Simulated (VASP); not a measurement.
A run of VASP 6.6.1 is set up as follows.

INCAR

```
SYSTEM = CuO2
PREC = Accurate
ENCUT = 520
EDIFF = 1E-6
ISMEAR = -1
SIGMA = 0.05
LREAL = .False.
LASPH = .True.
NELM = 80
ALGO = Normal
ISIF = 2
LWAVE = .False.
LCHARG = .False.
GGA = PE
NBANDS = 32
```

Contents of KPOINTS:

```
Automatic mesh
0
Gamma
  10 10 6
  0 0 0
```

File POSCAR:

```
CuO2
1.0
    1.4126150000     -5.2107470000      0.0000000000
    1.4126150000      5.2107470000      0.0000000000
    0.0000000000      0.0000000000      4.3434240000
Cu O
2 4
Direct
    0.1672530000      0.8327470000      0.7500000000
    0.8327470000      0.1672530000      0.2500000000
    0.7889700000      0.2110300000      0.7500000000
    0.2110300000      0.7889700000      0.2500000000
    0.5514860000      0.4485140000      0.7500000000
    0.4485140000      0.5514860000      0.2500000000
```

Potentials or basis: VASP PAW PBE potentials, release 64 (Cu, O).

Run with:

```bash
$ cat potpaw_PBE.64/Cu/POTCAR potpaw_PBE.64/O/POTCAR > POTCAR
$ mpirun -np 1 vasp_std > vasp.out
```

Question: Estimate the pressure.

Answer: -0.7 GPa.

Question: Estimate the largest force.

Answer: 0.153 eV/Å.

Question: Estimate the band gap on the k mesh.

Answer: Zero (bands 23 and 24 overlap by 0.50 eV).

Stress tensor (GPa, compression positive):
```
-0.65  0.00  0.00
 0.00 -0.49  0.00
 0.00  0.00 -1.00
```

Caveat: semilocal functionals often make such compounds metallic where correlation or magnetic order opens a gap, which also shifts bond lengths. With open d or f shells a metallic result of PBE can be an artefact of self-interaction; +U or a hybrid may open a gap.
